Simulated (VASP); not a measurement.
A run of VASP 6.6.1 is set up as follows.

File INCAR:

```
SYSTEM = Ni
PREC     = Accurate       ! precision mode
ENCUT    = 520            ! plane-wave cutoff, eV
EDIFF    = 1E-6           ! SCF threshold, eV
ISMEAR   = 0              ! smearing method
SIGMA    = 0.1            ! smearing width, eV
LREAL    = .FALSE.        ! projectors in reciprocal space
LASPH    = .TRUE.         ! aspherical terms in the spheres
NELM     = 150            ! most SCF steps
ALGO     = Fast           ! electronic algorithm
ISIF     = 2              ! what is computed and relaxed
LWAVE    = .FALSE.        ! write WAVECAR
LCHARG   = .FALSE.        ! write CHGCAR
ISPIN    = 2              ! spin polarisation
MAGMOM   = 0.78           ! initial moments
LORBIT   = 11             ! projections on sites
LMAXMIX  = 4              ! l up to which the mixer works
NBANDS   = 15             ! bands
```

Contents of KPOINTS:

```
Automatic mesh
0
G
  20 20 20
  0 0 0
```

File POSCAR:

```
Ni
1.0
    0.0000000000      1.7120397658      1.7120397658
    1.7120397658      0.0000000000      1.7120397658
    1.7120397658      1.7120397658      0.0000000000
Ni
1
Direct
    0.0000000000      0.0000000000      0.0000000000
```

Potentials or basis: VASP PAW LDA potentials, release 64 (Ni).

Command:

```sh
$ cat potpaw_LDA.64/Ni/POTCAR > POTCAR
$ mpirun -np 1 vasp_std > vasp.out
```

Estimate the net moment.

0.60 μB per cell.

Predict the site moments.

Ni +0.60 μB.

Estimate the pressure.

-0.2 GPa.
